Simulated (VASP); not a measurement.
# CrCuO2 (R-3m) in VASP: further runs

Runs on CrCuO2. Level: PBEsol. Tasks: single point.

Everything below comes from runs of VASP 6.6.1. Logs are shortened: lines on timing, memory, paths and dates and some standing lists are left out, and cuts for length are marked.

## 1. The cell of the first run

The structure is trigonal, space group R-3m (No. 166). Conventional cell: a = 3.088 Å, b = 3.088 Å, c = 17.758 Å, α = 90.00°, β = 90.00°, γ = 120.00°. Within 2.7 Å of Cr (site symmetry -3m) lie 6 O at 2.07 Å. Cu (site symmetry -3m) has 2 O at 1.92 Å within 2.5 Å. Within 2.5 Å of O (site symmetry 3m) lie 1 Cu at 1.92 Å and 3 Cr at 2.07 Å.

## 2. Single point, PBEsol (12.22 Å³/atom)

Contents of INCAR:

```
SYSTEM = CrCuO2
  PREC = Accurate
  ENCUT = 600
  EDIFF = 1E-6
  ISMEAR = -1
  SIGMA = 0.08
  LREAL = .FALSE.
  LASPH = .TRUE.
  NELM = 120
  ALGO = Normal
  ISIF = 2
  LWAVE = .FALSE.
  LCHARG = .TRUE.
  GGA = PS
  LELF = .TRUE.
  LVHAR = .TRUE.
  NBANDS = 26
  GGA_COMPAT = .FALSE.
```

Contents of KPOINTS:

```
Automatic mesh
0
G
  11 11 11
  0 0 0
```

Contents of POSCAR:

```
CrCuO2
1.0
    1.5439361962      0.8913919785      5.9194432761
   -1.5439361962      0.8913919785      5.9194432761
    0.0000000000     -1.7827839570      5.9194432761
Cr Cu O
1 1 2
Direct
    0.5000000000      0.5000000000      0.5000000000
    0.0000000000      0.0000000000      0.0000000000
    0.1079200000      0.1079200000      0.1079200000
    0.8920800000      0.8920800000      0.8920800000
```

Potentials or basis: VASP PAW PBE potentials, release 64 (Cr_pv, Cu, O).

Launch:

```console
$ cat potpaw_PBE.64/Cr_pv/POTCAR potpaw_PBE.64/Cu/POTCAR potpaw_PBE.64/O/POTCAR > POTCAR
$ mpirun -np 1 vasp_std > vasp.out
```

OUTCAR:

```text
SYSTEM = CrCuO2
   PREC = Accurate
   ENCUT = 600
   EDIFF = 1E-6
   ISMEAR = -1
   LREAL = .FALSE.
   LASPH = .TRUE.
   NELM = 120
   ISIF = 2
   GGA = PS

 ion  position               nearest neighbor table
   1  0.500  0.500  0.500-   3 2.07   3 2.07   4 2.07   4 2.07   3 2.07   4 2.07
   2  0.000  0.000  0.000-   3 1.92   4 1.92
   3  0.108  0.108  0.108-   2 1.92   1 2.07   1 2.07   1 2.07
   4  0.892  0.892  0.892-   2 1.92   1 2.07   1 2.07   1 2.07

  LATTYP: Found a trigonal (rhomboedric) cell.
 ALAT       =     6.1820811493
 COS(alpha) =     0.8752561078

  Lattice vectors:

 A1 = (   1.5439361962,   0.8913919785,   5.9194432761)
 A2 = (  -1.5439361962,   0.8913919785,   5.9194432761)
 A3 = (   0.0000000000,  -1.7827839570,   5.9194432761)

Analysis of symmetry for initial positions (statically):
=====================================================================
 Subroutine PRICEL returns:
 Original cell was already a primitive cell.

 Routine SETGRP: Setting up the symmetry group for a
 trigonal (rhombohedral) supercell.

 Subroutine GETGRP returns: Found 12 space group operations
 (whereof 12 operations were pure point group operations)
 out of a pool of 12 trial point group operations.

The static configuration has the point symmetry D_3d.

Analysis of symmetry for dynamics (positions and initial velocities):
=====================================================================
 Subroutine PRICEL returns:
 Original cell was already a primitive cell.

 Routine SETGRP: Setting up the symmetry group for a
 trigonal (rhombohedral) supercell.

 Subroutine GETGRP returns: Found 12 space group operations
 (whereof 12 operations were pure point group operations)
 out of a pool of 12 trial point group operations.

The dynamic configuration has the point symmetry D_3d.

 Subroutine INISYM returns: Found 12 space group operations
 (whereof 12 operations are pure point group operations),
 and found     1 'primitive' translations

----------------------------------------------------------------------------------------

                                     Primitive cell

  volume of cell :      48.8799

  direct lattice vectors                    reciprocal lattice vectors
[... 88 lines left out ...]
   LASPH  =      T    aspherical Exc in radial PAW
   ENCUT  =  600.0 eV  44.10 Ry    6.64 a.u.  12.35 12.35 12.35*2*pi/ulx,y,z
   NELM   =    120;   NELMIN=  2; NELMDL= -5     # of ELM steps
   EDIFF  = 0.1E-05   stopping-criterion for ELM
   LREAL  =      F    real-space projection
   EDIFFG = 0.1E-04   stopping-criterion for IOM
   NSW    =      0    number of steps for IOM
   IBRION =     -1    ionic relax: 0-MD 1-quasi-New 2-CG
   NFREE  =      0    steps in history (QN), initial steepest desc. (CG)
   ISIF   =      2    stress and relaxation
   ISYM   =      2    0-nonsym 1-usesym 2-fastsym
   POTIM  = 0.5000    time-step for ionic-motion
   TEBEG  =    0.0;   TEEND  =   0.0 temperature during run
   PSTRESS=    0.0 pullay stress
   NELECT =      35.0000    total number of electrons
   NUPDOWN=      -1.0000    fix difference up-down
   EMIN   =  10.00;   EMAX   =-10.00  energy-range for DOS
   EFERMI =   0.00;   METHOD = LEGACY
   ISMEAR =    -1;   SIGMA  =   0.08  broadening in eV -4-tet -1-fermi 0-gaus
   EFERMI_NEDOS =   21; number of points for ismear=-14 and -15
   IALGO  =     38    algorithm
   IMIX   =      4    mixing-type and parameters
     AMIX     =   0.40;   BMIX     =  1.00
     AMIX_MAG =   1.60;   BMIX_MAG =  1.00
  volume/ion in A,a.u.               =      12.22        82.46
  Fermi-wavevector in a.u.,A,eV,Ry     =   1.464606  2.767704 29.185456  2.145070
  Thomas-Fermi vector in A             =   2.580562
   LORBIT       =      0    0 simple, 1 ext, 2 COOP (PROOUT), +10 PAW based schemes
   GGA     = PS    functional components
   LHFCALC =     F    Hartree Fock is set to
   AEXX    =    0.0000 exact exchange contribution
   IVDW    =     0    specifies the selected vdW correction
   LEPSILON=     F    determine dielectric tensor
   LRPA    =     F    only Hartree local field effects (RPA)
 non-spin polarized calculation
  energy-cutoff  :      600.00
  volume of cell :       48.88
 maximum number of plane-waves:      1646
 NGX is ok and might be reduce to    50
   NGX = 25   NGY = 25   NGZ = 25

 number of electron      34.9999994 magnetization

 Free energy of the ion-electron system (eV)
  ---------------------------------------------------
  ext. energy  EPLUGINS =         0.00000000
  ---------------------------------------------------
  free energy    TOTEN  =       -28.88237200 eV

  energy without entropy =      -28.74526927  energy(sigma->0) =      -28.81382063

 E-fermi :   5.0356     XC(G=0): -11.2908

 val. band max:        5.0310048865   @ k =  -0.4545   0.3636   0.0909
 cond. band min:       5.0369558184   @ k =  -0.3636   0.3636   0.2727
 fundamental gap:      0.0059509319
 Fermi energy:         5.0355739467

 k-point     1 :       0.0000    0.0000    0.0000
  band No.  band energies     occupation
      1     -38.6788      2.00000
      2     -38.6788      2.00000
      3     -38.4996      2.00000
      4     -14.8650      2.00000
      5     -13.6506      2.00000
      6      -2.7572      2.00000
[... 685 lines left out ...]
     25      13.5124      0.00000
     26      13.8990      0.00000

 [... further k-points ...]

------------------------ aborting loop because EDIFF is reached ----------------------------------------

  FORCE on cell =-STRESS in cart. coord.  units (eV):
  Direction    XX          YY          ZZ          XY          YZ          ZX
  --------------------------------------------------------------------------------------
  -------------------------------------------------------------------------------------
  Total       -8.0567568     -8.0567568     -6.4664999      0.0000000      0.0000000     -0.0000000
  in kB     -264.0831263   -264.0831263   -211.9579325      0.0000000      0.0000000     -0.0000000
  external PRESSURE =    -246.7080617 kB  Pullay stress =       0.0000000 kB

 VOLUME and BASIS-vectors are now :
 -----------------------------------------------------------------------------
  energy-cutoff  :      600.00
  volume of cell :       48.88
      direct lattice vectors                 reciprocal lattice vectors
     1.543936196  0.891391978  5.919443276     0.323847579  0.186973487  0.056311602
    -1.543936196  0.891391978  5.919443276    -0.323847579  0.186973487  0.056311602
     0.000000000 -1.782783957  5.919443276     0.000000000 -0.373946974  0.056311602

 POSITION                                       TOTAL-FORCE (eV/Angst)
 -----------------------------------------------------------------------------------
      0.00000      0.00000      8.87916        -0.000000      0.000000      0.000000
      0.00000      0.00000      0.00000         0.000000      0.000000     -0.000000
      0.00000      0.00000      1.91648         0.000000     -0.000000      0.119450
      0.00000      0.00000     15.84185         0.000000      0.000000     -0.119450
 -----------------------------------------------------------------------------------
    total drift:                               -0.000000      0.000000      0.000000

  FREE ENERGIE OF THE ION-ELECTRON SYSTEM (eV)
  ---------------------------------------------------
  free  energy   TOTEN  =       -28.8823719972 eV

  energy  without entropy=      -28.7452692702  energy(sigma->0) =      -28.81382063
```

stdout:

```text
POSCAR found type information on POSCAR CrCuO
 POSCAR found :  3 types and       4 ions
 scaLAPACK will be used
 -----------------------------------------------------------------------------
|                                                                             |
|                                                                             |
|     You enforced a specific xc type in the INCAR file but a different       |
|     I HOPE YOU KNOW WHAT YOU ARE DOING!                                     |
|                                                                             |
 -----------------------------------------------------------------------------

 LDA part: xc-table for (Slater+PW92), standard interpolation
 POSCAR, INCAR and KPOINTS ok, starting setup
 FFT: planning ... GRIDC
 FFT: planning ... GRID_SOFT
 FFT: planning ... GRID
 WAVECAR not read
 entering main loop
```

Run time: 9.4 min. Hardware: 1 thread of AMD EPYC 9R45 (Zen 5), shared host; peak memory 0.48 GiB.

Results:

```
Free energy            : -28.8824 eV
Pressure               : -24.7 GPa
Largest force          : 0.119 eV/Å
Band gap on the k mesh : zero (an odd number of electrons rules out a gap without spin polarisation)
```

Forces on the atoms (eV/Å):
```
Cr   0.000  0.000  0.000
Cu   0.000  0.000  0.000
O    0.000  0.000  0.119
O    0.000  0.000 -0.119
```

Stress tensor (GPa, compression positive):
```
-26.41   0.00   0.00
  0.00 -26.41   0.00
  0.00   0.00 -21.20
```

Levels at points of the mesh, in eV from the Fermi level:
| k point | band 13 | band 14 | band 15 | band 16 | band 17 | band 18 | band 19 | band 20 | band 21 | band 22 |
| --- | --- | --- | --- | --- | --- | --- | --- | --- | --- | --- |
| (0.00, 0.00, 0.00) | -2.32 | -2.32 | -2.06 | -2.06 | -0.48 | -0.48 | -0.28 | 1.40 | 2.30 | 2.30 |

Caveat: the stress differs along the axes, from -26 to -21 GPa; the PAW data sets were made with another functional, which shifts forces and pressure a little; an odd number of electrons without spin polarisation forces a metal; a magnetic or distorted state may lie lower; the run has no spin polarisation, though such a crystal can be magnetic; semilocal functionals often make such compounds metallic where correlation or magnetic order opens a gap, which also shifts bond lengths. With open d or f shells a metallic result of PBEsol can be an artefact of self-interaction; +U or a hybrid may open a gap.

## 3. Single point, PBEsol (13.09 Å³/atom)

This run uses another cell than the first one, of 13.09 Å³/atom.

Contents of INCAR:

```
PREC     = Accurate       # precision mode
ENCUT    = 600            # plane-wave cutoff, eV
EDIFF    = 1E-6           # SCF threshold, eV
ISMEAR   = -1             # smearing method
SIGMA    = 0.08           # smearing width, eV
LREAL    = False          # projectors in reciprocal space
LASPH    = True           # aspherical terms in the spheres
NELM     = 120            # most SCF steps
ALGO     = Normal         # electronic algorithm
ISIF     = 2              # what is computed and relaxed
LWAVE    = False          # write WAVECAR
LCHARG   = False          # write CHGCAR
GGA      = PS             # functional
NBANDS   = 26             # bands
GGA_COMPAT= False
```

Contents of KPOINTS:

```
regular mesh
0
Gamma
  11 11 11
```

Contents of POSCAR:

```
CrCuO2
1.0
    1.5798544948      0.9121294178      6.0571538443
   -1.5798544948      0.9121294178      6.0571538443
    0.0000000000     -1.8242588357      6.0571538443
Cr Cu O
1 1 2
Direct
    0.5000000000      0.5000000000      0.5000000000
    0.0000000000      0.0000000000      0.0000000000
    0.1079200000      0.1079200000      0.1079200000
    0.8920800000      0.8920800000      0.8920800000
```

Potentials or basis: VASP PAW PBE potentials, release 64 (Cr_pv, Cu, O).

Launch:

```console
$ cat potpaw_PBE.64/Cr_pv/POTCAR potpaw_PBE.64/Cu/POTCAR potpaw_PBE.64/O/POTCAR > POTCAR
$ mpirun -np 1 vasp_std > vasp.out
```

It took 10 min on 1 thread of AMD EPYC 9R45 (Zen 5), shared host; peak memory 0.53 GiB.

The run converged. Its results:

```
Free energy            : -28.2940 eV
Pressure               : -29.4 GPa
Largest force          : 0.302 eV/Å
Band gap on the k mesh : zero (an odd number of electrons rules out a gap without spin polarisation)
```

Forces on the atoms (eV/Å):
```
Cr   0.000  0.000  0.000
Cu   0.000  0.000  0.000
O    0.000  0.000  0.302
O    0.000  0.000 -0.302
```

Stress tensor (GPa, compression positive):
```
-29.59   0.00   0.00
  0.00 -29.59   0.00
  0.00   0.00 -28.98
```

Levels at points of the mesh, in eV from the Fermi level:
```tsv
k point	band 13	band 14	band 15	band 16	band 17	band 18	band 19	band 20	band 21	band 22
(0.00, 0.00, 0.00)	-2.14	-2.14	-1.90	-1.90	-0.42	-0.42	-0.26	1.20	2.10	2.10
```

Caveat: the cell stands under tension; the PAW data sets were made with another functional, which shifts forces and pressure a little; an odd number of electrons without spin polarisation forces a metal; a magnetic or distorted state may lie lower; the run has no spin polarisation, though such a crystal can be magnetic; semilocal functionals often make such compounds metallic where correlation or magnetic order opens a gap, which also shifts bond lengths. Spin polarisation is off, so any magnetic state and its effect on volume and gap are missing.

## 4. Single point, PBEsol, collinear spin, ferromagnetic start (8.95 Å³/atom)

This run uses another cell than the first one, of 8.95 Å³/atom.

Contents of INCAR:

```
SYSTEM = CrCuO2
PREC     = Accurate       ! precision mode
ENCUT    = 600            ! plane-wave cutoff, eV
EDIFF    = 1E-6           ! SCF threshold, eV
ISMEAR   = -1             ! smearing method
SIGMA    = 0.08           ! smearing width, eV
LREAL    = .FALSE.        ! projectors in reciprocal space
LASPH    = .TRUE.         ! aspherical terms in the spheres
NELM     = 200            ! most SCF steps
ALGO     = Normal         ! electronic algorithm
ISIF     = 2              ! what is computed and relaxed
LWAVE    = .FALSE.        ! write WAVECAR
LCHARG   = .FALSE.        ! write CHGCAR
ISPIN    = 2              ! spin polarisation
MAGMOM   = 3 0 0 0        ! initial moments
LORBIT   = 11             ! projections on sites
LMAXMIX  = 4              ! l up to which the mixer works
GGA      = PS             ! functional
NBANDS   = 30             ! bands
GGA_COMPAT= .FALSE.
```

Contents of KPOINTS:

```
Automatic mesh
0
G
  11 11 11
  0 0 0
```

Contents of POSCAR:

```
CrCuO2
1.0
    1.3915365743      0.8034040158      5.3351439252
   -1.3915365743      0.8034040158      5.3351439252
    0.0000000000     -1.6068080315      5.3351439252
Cr Cu O
1 1 2
Direct
    0.5000000000      0.5000000000      0.5000000000
    0.0000000000      0.0000000000      0.0000000000
    0.1079200000      0.1079200000      0.1079200000
    0.8920800000      0.8920800000      0.8920800000
```

Launch:

```console
$ cat potpaw_PBE.64/Cr_pv/POTCAR potpaw_PBE.64/Cu/POTCAR potpaw_PBE.64/O/POTCAR > POTCAR
$ mpirun -np 1 vasp_std > vasp.out
```

It took 11 min on 1 thread of Intel Xeon 6975P-C (Granite Rapids), shared host; peak memory 0.6 GiB.

It converged, with:

| Property | Result |
| --- | --- |
| Free energy | -29.6370 eV |
| Pressure | 52.7 GPa |
| Largest force | 0.653 eV/Å |
| Band gap on the k mesh | 0.18 eV (least direct gap 0.50 eV) |
| Net moment | 2.98 μB per cell |
| Site moments | Cr +2.70; Cu +0.07; O +0.04 μB |
| Valence electrons inside the program's atomic spheres | Cr 11.32; Cu 10.24; O 5.16 |

Forces in eV/Å, atoms in the order of the input:
```
Cr   0.000  0.000  0.000
Cu   0.000  0.000  0.000
O    0.000  0.000 -0.653
O    0.000  0.000  0.653
```

Stress tensor (GPa, compression positive):
```
45.71  0.00  0.00
 0.00 45.71  0.00
 0.00  0.00 66.70
```

Levels at points of the mesh, in eV from the valence-band top:
Spin up:
```tsv
k point	band 15	band 16	band 17	band 18	band 19	band 20	band 21	band 22	band 23	band 24
(0.00, 0.00, 0.00)	-2.94	-2.94	-1.55	-1.55	-1.03	2.64	3.44	3.44	5.28	6.65
```
Spin down:
| k point | band 13 | band 14 | band 15 | band 16 | band 17 | band 18 | band 19 | band 20 |
| --- | --- | --- | --- | --- | --- | --- | --- | --- |
| (0.00, 0.00, 0.00) | -3.24 | -3.24 | -2.76 | -2.76 | 1.08 | 1.20 | 1.20 | 3.48 |

Caveat: the stress differs along the axes, from 46 to 67 GPa; an empty level that is flat over the whole mesh can mark a ghost state of the potentials, or a narrow d or f band; the PAW data sets were made with another functional, which shifts forces and pressure a little.

## 5. Single point, PBEsol, collinear spin, ferromagnetic start (8.29 Å³/atom)

This run uses another cell than the first one, of 8.29 Å³/atom.

Contents of INCAR:

```
SYSTEM = CrCuO2
PREC = Accurate
ENCUT = 600
EDIFF = 1E-6
ISMEAR = -1
SIGMA = 0.08
LREAL = .False.
LASPH = .True.
NELM = 200
ALGO = Normal
ISIF = 2
LWAVE = .False.
LCHARG = .False.
ISPIN = 2
MAGMOM = 3 0 0 0
LORBIT = 11
LMAXMIX = 4
GGA = PS
NBANDS = 30
GGA_COMPAT = .False.
```

Contents of KPOINTS:

```
Automatic mesh
0
Gamma
  11 11 11
  0 0 0
```

Contents of POSCAR:

```
CrCuO2
1.0
    1.3567334696      0.7833104339      5.2017090043
   -1.3567334696      0.7833104339      5.2017090043
    0.0000000000     -1.5666208678      5.2017090043
Cr Cu O
1 1 2
Direct
    0.5000000000      0.5000000000      0.5000000000
    0.0000000000      0.0000000000      0.0000000000
    0.1079200000      0.1079200000      0.1079200000
    0.8920800000      0.8920800000      0.8920800000
```

Launch:

```console
$ cat potpaw_PBE.64/Cr_pv/POTCAR potpaw_PBE.64/Cu/POTCAR potpaw_PBE.64/O/POTCAR > POTCAR
$ mpirun -np 1 vasp_std > vasp.out
```

Wall time 21 min (1 thread of Intel Xeon Platinum 8488C (Sapphire Rapids), shared host); peak memory 0.6 GiB.

The run converged. Its results:

* Free energy: -28.4939 eV
* Pressure: 88.1 GPa
* Largest force: 1.047 eV/Å
* Net moment: 2.93 μB per cell
* Site moments: Cr +2.62; Cu +0.09; O +0.05 μB
* Valence electrons inside the program's atomic spheres: Cr 11.61; Cu 10.39; O 5.22

Forces on the atoms (eV/Å):
```
Cr   0.000  0.000  0.000
Cu   0.000  0.000  0.000
O    0.000  0.000 -1.047
O    0.000  0.000  1.047
```

Stress tensor (GPa, compression positive):
```
 75.94   0.00   0.00
  0.00  75.94   0.00
  0.00   0.00 112.38
```

Levels at points of the mesh, in eV from the Fermi level:
Spin up:
| k point | band 17 | band 18 | band 19 | band 20 | band 21 | band 22 |
| --- | --- | --- | --- | --- | --- | --- |
| (0.00, 0.00, 0.00) | -1.77 | -1.77 | -1.16 | 2.89 | 3.68 | 3.68 |
Spin down:
```
           k point  band 12  band 13  band 14  band 15  band 16  band 17  band 18  band 19  band 20  band 21
(0.00, 0.00, 0.00)    -4.27    -3.73    -3.73    -3.20    -3.20     0.87     0.87     0.92     3.67     4.96
```

Caveat: the stress differs along the axes, from 76 to 112 GPa; an empty level that is flat over the whole mesh can mark a ghost state of the potentials, or a narrow d or f band; the PAW data sets were made with another functional, which shifts forces and pressure a little; semilocal functionals often make such compounds metallic where correlation or magnetic order opens a gap, which also shifts bond lengths. With open d or f shells a metallic result of PBEsol can be an artefact of self-interaction; +U or a hybrid may open a gap.

(Part 1 of 2 ends here.)

The gap in the log of VASP goes by the Fermi energy; the results here count the filled bands.